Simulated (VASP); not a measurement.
A run of VASP 6.6.1 is set up as follows.

The input INCAR:

```
SYSTEM = Li
PREC     = Accurate       ! precision mode
ENCUT    = 520            ! plane-wave cutoff, eV
EDIFF    = 1E-6           ! SCF threshold, eV
ISMEAR   = -1             ! smearing method
SIGMA    = 0.05           ! smearing width, eV
LREAL    = Auto         
LASPH    = .True.         ! aspherical terms in the spheres
NELM     = 100            ! most SCF steps
ALGO     = Fast           ! electronic algorithm
ISIF     = 2              ! what is computed and relaxed
LWAVE    = .False.        ! write WAVECAR
LCHARG   = .False.        ! write CHGCAR
GGA      = PE             ! functional
IVDW     = 12             ! dispersion correction
NBANDS   = 42             ! bands
```

The input KPOINTS:

```
Automatic mesh
0
Gamma
  3 3 3
  0 0 0
```

File POSCAR:

```
Li
1.0
    0.0000000000      5.3884137890      5.0930000000
   -4.6665032274     -2.6942068945      5.0930000000
    4.6665032274     -2.6942068945      5.0930000000
Li
18
Direct
    0.3055555556      0.6388888889      0.3055555556
    0.6388888889      0.6388888889      0.9722222222
    0.3055555556      0.3055555556      0.6388888889
    0.3055555556      0.9722222222      0.9722222222
    0.6388888889      0.3055555556      0.3055555556
    0.9722222222      0.6388888889      0.6388888889
    0.9722222222      0.3055555556      0.9722222222
    0.6388888889      0.9722222222      0.6388888889
    0.9722222222      0.9722222222      0.3055555556
    0.3611111111      0.6944444444      0.6944444444
    0.6944444444      0.6944444444      0.3611111111
    0.3611111111      0.3611111111      0.0277777778
    0.3611111111      0.0277777778      0.3611111111
    0.6944444444      0.3611111111      0.6944444444
    0.0277777778      0.6944444444      0.0277777778
    0.0277777778      0.3611111111      0.3611111111
    0.6944444444      0.0277777778      0.0277777778
    0.0277777778      0.0277777778      0.6944444444
```

Potentials or basis: VASP PAW PBE potentials, release 64 (Li_sv).

Run with:

```bash
$ cat potpaw_PBE.64/Li_sv/POTCAR > POTCAR
$ mpirun -np 1 vasp_std > vasp.out
```

**Question.** Estimate the dispersion energy per atom.

**Answer.** -0.161 eV.

**Question.** Estimate the largest force.

**Answer.** 0.004 eV/Å.

**Question.** Estimate the band gap on the k mesh.

**Answer.** Zero (bands 27 and 28 overlap by 0.60 eV).

Forces on the atoms (eV/Å):
```
Li   0.000  0.000 -0.004
Li   0.000  0.000 -0.004
Li   0.000  0.000 -0.004
Li   0.000  0.000 -0.004
Li   0.000  0.000 -0.004
Li   0.000  0.000 -0.004
Li   0.000  0.000 -0.004
Li   0.000  0.000 -0.004
Li   0.000  0.000 -0.004
Li   0.000  0.000  0.004
Li   0.000  0.000  0.004
Li   0.000  0.000  0.004
Li   0.000  0.000  0.004
Li   0.000  0.000  0.004
Li   0.000  0.000  0.004
Li   0.000  0.000  0.004
Li   0.000  0.000  0.004
Li   0.000  0.000  0.004
```
